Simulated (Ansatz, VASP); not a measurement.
# CrO2: VASP beside Ansatz

```xyz
6
Lattice="4.3318 0.0000 0.0000 0.0000 4.3318 0.0000 0.0000 0.0000 2.8406" Properties=species:S:1:pos:R:3 pbc="T T T"
Cr    0.0000    0.0000    0.0000
Cr    2.1659    2.1659    1.4203
O     1.3110    1.3110    0.0000
O     0.8549    3.4769    1.4203
O     3.0208    3.0208    0.0000
O     3.4769    0.8549    1.4203
```

Change from the starting cell: volume scaled by 0.985, atoms relaxed by PAW.

Alike in both runs: functional LDA; k mesh 6 × 6 × 8; occupations fermi-dirac, width 0.05 eV; collinear spin.

Ansatz relaxed the structure, and its values are those at the end. VASP's run is a single point on that final structure, the one shown.

|  | VASP | Ansatz |
| --- | --- | --- |
| version | VASP 6.6.1 | Ansatz 0.2.0 |
| potentials or method | VASP PAW LDA potentials, release 64 (Cr_sv, O) | PAW with Ansatz's default frozen-core files, scalar-relativistic |
| plane-wave cutoff (eV) | 700 | 420 |
| valence electrons in the cell | 52 | 52 |

Ansatz gave:

```
pressure (GPa)                                                : 4.4
rms of the force components (eV/Å)                            : 0.000
net moment per atom (μB)                                      : 0.67
size of the moment on the site where the two differ most (μB) : 1.63
```

Q: Estimate VASP's values.

A: Pressure (GPa): 4.1; rms of the force components (eV/Å): 0.007; net moment per atom (μB): 0.67; size of the moment on the site where the two differ most (μB): 1.83.

LDA's correlation is that of Perdew and Zunger in VASP and of Perdew and Wang (1992) in Ansatz. Site moments also hang on the region over which each program counts them. Ansatz's warnings: stress scf threshold loose.
